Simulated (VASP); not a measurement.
Here is a VASP 6.6.1 calculation.

POSCAR

```
As
1.0
    3.5749013640      0.0000000000      0.0000000000
   -1.7874506820      3.0959553972      0.0000000000
    0.0000000000      0.0000000000     26.4156438000
As
2
Direct
    0.3333333333      0.6666666667      0.3206195636
    0.6666666667      0.3333333333      0.3724478490
```

Contents of INCAR.step1:

```
SYSTEM = As
ALGO = Normal
DIPOL = 0.5 0.5 0.347
EDIFF = 1E-5
ENCUT = 520
GGA = PE
IDIPOL = 3
ISIF = 2
ISMEAR = 0
LASPH = .TRUE.
LCHARG = .FALSE.
LDIPOL = .TRUE.
LREAL = .FALSE.
LWAVE = .TRUE.
NBANDS = 12
NELM = 80
PREC = Accurate
SIGMA = 0.01
```

File INCAR.step2:

```
SYSTEM = As
ALGO = Normal
DIPOL = 0.5 0.5 0.347
EDIFF = 1E-6
ENCUT = 520
GGA = PE
HFSCREEN = 0.2079
IDIPOL = 3
ISIF = 2
ISMEAR = 0
ISTART = 1
LASPH = .TRUE.
LCHARG = .FALSE.
LDIPOL = .TRUE.
LHFCALC = .TRUE.
LREAL = .FALSE.
LWAVE = .FALSE.
NBANDS = 12
NELM = 80
PREC = Accurate
PRECFOCK = Normal
SIGMA = 0.01
```

The input KPOINTS:

```
k-points
0
G
  6 6 1
  0 0 0
```

Potentials or basis: VASP PAW PBE potentials, release 64 (As).

The run is started by

```console
$ cat potpaw_PBE.64/As/POTCAR > POTCAR
$ cp INCAR.step1 INCAR
$ mpirun -np 1 vasp_std > vasp.out
$ cp INCAR.step2 INCAR
$ mpirun -np 1 vasp_std > vasp.out
```

Task: Predict the largest force.

Result: 0.085 eV/Å.

Task: What does it give for the band gap on the k mesh?

Result: 2.31 eV, indirect (least direct gap 2.86 eV).

Forces on the atoms (eV/Å):
```
As   0.000  0.000  0.085
As   0.000  0.000 -0.085
```

Caveat: the PAW data sets were made with another functional, which shifts forces and pressure a little.
